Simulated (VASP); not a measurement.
GaGe3:

```
Ge Ga
1.0
     4.33477    0.00000    0.00000
     0.00000    4.33477    0.00000
     0.00000    0.00000    4.33477
Ge Ga
3 1
Direct
  0.50000 0.50000 0.00000
  0.50000 0.00000 0.50000
  0.00000 0.50000 0.50000
  0.00000 0.00000 0.00000
```

Base run:

- Program: VASP 6.6.1
- Functional: PBE
- Potentials or basis: VASP PAW PBE potentials, release 64 (Ge_d, Ga_d)
- Cutoff: 520 eV
- k mesh: 6 × 6 × 6
- Occupations: fermi-dirac, width 0.05 eV
- Spin: no spin polarisation

Its results: pressure -2.0 GPa.

Task: The run is repeated on the same cell with these changes: functional from PBE to PBEsol; further incar settings from ALGO = Normal; EDIFF = 1e-07; NBANDS = 36 to ALGO = Normal; EDIFF = 1e-06; NBANDS = 36. What comes out?

Result: Pressure -5.2 GPa.

Caveats: the PAW data sets were made with another functional, which shifts forces and pressure a little (some runs).
